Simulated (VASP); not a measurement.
GaReSi:

```
Ga Si Re
1.0
     3.21031    0.00000    0.00000
     0.00000    3.21031    0.00000
     0.00000    0.00000    8.11543
Ga Si Re
2 2 2
Cartesian
  1.6052 0.0000 7.4147
  0.0000 1.6052 0.7007
  0.0000 1.6052 3.3722
  1.6052 0.0000 4.7433
  0.0000 1.6052 5.9143
  1.6052 0.0000 2.2011
```

* Program: VASP 6.6.1
* Task: relaxation of cell and atoms
* Functional: LDA
* Potentials or basis: VASP PAW LDA potentials, release 64 (Ga_d, Si, Re)
* Cutoff: 600 eV
* k mesh: 12 × 12 × 6
* Occupations: gaussian, width 0.01 eV
* Spin: no spin polarisation

At the start: pressure -9.4 GPa; volume 13.94 Å³/atom.

Where does the relaxation end?

Over 13 steps the energy falls by 18.8 meV/atom and the volume is 13.33 Å³/atom (-4.4 %); space group P4/nmm (No. 129, to 0.05 Å).

The path:
| step | energy change (eV) | largest force (eV/Å) | pressure (GPa) | volume (Å³) |
| --- | --- | --- | --- | --- |
| 1 | 0.0000 | 0.1338 | -9.39 | 83.64 |
| 2 | 0.2934 | 0.9809 | 22.68 | 74.14 |
| 3 | -0.1063 | 0.3122 | -0.28 | 80.24 |
| 4 | -0.1064 | 0.3197 | -0.08 | 80.17 |
| 5 | -0.1063 | 0.3264 | 0.13 | 80.10 |
| 6 | -0.1112 | 0.0760 | 0.25 | 79.91 |
| 7 | -0.1112 | 0.0778 | 0.24 | 79.92 |
| 8 | -0.1125 | 0.0506 | -0.33 | 80.08 |
| 9 | -0.1126 | 0.0447 | -0.45 | 80.12 |
| 10 | -0.1127 | 0.0213 | 0.41 | 79.84 |
| 11 | -0.1130 | 0.0294 | 0.01 | 79.96 |
| 12 | -0.1130 | 0.0286 | 0.06 | 79.95 |
| 13 | -0.1131 | 0.0013 | 0.04 | 79.95 |

Final structure:
```
Ga Si Re
1.0
     3.16589    0.00000    0.00000
     0.00000    3.16589    0.00000
     0.00000    0.00000    7.97691
Ga Si Re
2 2 2
Direct
  0.50000 0.00000 0.91519
  0.00000 0.50000 0.08481
  0.00000 0.50000 0.41480
  0.50000 0.00000 0.58520
  0.00000 0.50000 0.73104
  0.50000 0.00000 0.26896
```
